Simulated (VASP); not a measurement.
Ti2Si13Sn, 16 atoms in the cell. The cell holds a disordered packing, 16 atoms: a = 6.783 Å, b = 6.467 Å, c = 6.462 Å, α = 87.67°, β = 88.07°, γ = 90.59°. 

- Program: VASP 6.6.1
- Task: single point
- Functional: PBE
- Potentials or basis: VASP PAW PBE potentials, release 64 (Si, Ti_sv, Sn_d)
- Cutoff: 520 eV
- k mesh: 1 × 1 × 1, shifted
- Occupations: fermi-dirac, width 0.05 eV
- Spin: no spin polarisation
- Dipole correction: no
- Further INCAR settings: LREAL = Auto; ALGO = Normal; EDIFF = 1e-06; NBANDS = 59; ISYM = 0

Potentials or basis: VASP PAW PBE potentials, release 64 (Si, Ti_sv, Sn_d).

Launch:

```sh
$ cat potpaw_PBE.64/Si/POTCAR potpaw_PBE.64/Ti_sv/POTCAR potpaw_PBE.64/Sn_d/POTCAR > POTCAR
$ mpirun -np 1 vasp_std > vasp.out
```

Hardware: 1 thread of Intel Xeon 8259CL, on a shared host.

Q: Estimate the wall time of this run.

A: Run time: 71 s on 1 thread of Intel Xeon 8259CL, with other jobs on the host, peak memory 0.32 GiB. Counts: scf iterations 16, k points 1.
